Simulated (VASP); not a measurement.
A run of VASP 6.6.1 is set up as follows.

The input POSCAR:

```
SiS2
1.0
   -2.8539494622      5.0122357858      2.7616510799
    2.8539494622     -5.0122357858      2.7616510799
    2.8539494622      5.0122357858     -2.7616510799
Si S
2 4
Direct
    0.7500000000      0.7500000000      0.0000000000
    0.2500000000      0.2500000000      0.0000000000
    0.1140721468      0.2029217956      0.3169939424
    0.8859278532      0.7970782044      0.6830060576
    0.6140721468      0.2970782044      0.9111503513
    0.3859278532      0.7029217956      0.0888496487
```

INCAR.step1

```
ALGO     = Normal         # electronic algorithm
EDIFF    = 1E-5           # SCF threshold, eV
ENCUT    = 400            # plane-wave cutoff, eV
GGA      = PE             # functional
GGA_COMPAT= False        
ISIF     = 2              # what is computed and relaxed
ISMEAR   = 0              # smearing method
KPAR     = 4            
LASPH    = True           # aspherical terms in the spheres
LCHARG   = False          # write CHGCAR
LREAL    = False          # projectors in reciprocal space
LWAVE    = True           # write WAVECAR
NBANDS   = 25             # bands
NELM     = 120            # most SCF steps
PREC     = Accurate       # precision mode
SIGMA    = 0.01           # smearing width, eV
```

INCAR.step2

```
ALGO     = Normal         # electronic algorithm
EDIFF    = 1E-6           # SCF threshold, eV
ENCUT    = 400            # plane-wave cutoff, eV
GGA      = PE             # functional
GGA_COMPAT= False        
HFSCREEN = 0.2079         # screening, 1/A
ISIF     = 2              # what is computed and relaxed
ISMEAR   = 0              # smearing method
ISTART   = 1            
KPAR     = 4            
LASPH    = True           # aspherical terms in the spheres
LCHARG   = False          # write CHGCAR
LHFCALC  = True           # exact exchange
LREAL    = False          # projectors in reciprocal space
LWAVE    = False          # write WAVECAR
NBANDS   = 25             # bands
NELM     = 120            # most SCF steps
PREC     = Accurate       # precision mode
PRECFOCK = Normal       
SIGMA    = 0.01           # smearing width, eV
```

File KPOINTS:

```
k-points
0
Gamma
  4 4 4
```

Potentials or basis: VASP PAW PBE potentials, release 64 (Si, S).

The run is started by

```console
$ cat potpaw_PBE.64/Si/POTCAR potpaw_PBE.64/S/POTCAR > POTCAR
$ cp INCAR.step1 INCAR
$ mpirun -np 4 vasp_std > vasp.out
$ cp INCAR.step2 INCAR
$ mpirun -np 4 vasp_std > vasp.out
```

(1) Predict the largest force.

(2) Predict the band gap on the k mesh.

(3) Predict the pressure.

Answers

(1) 0.297 eV/Å.

(2) 4.07 eV (least direct gap 4.36 eV).

(3) -0.3 GPa.

Caveat: the cell differs from its parent crystal (biaxial xy strain +4.0%); the PAW data sets were made with another functional, which shifts forces and pressure a little.
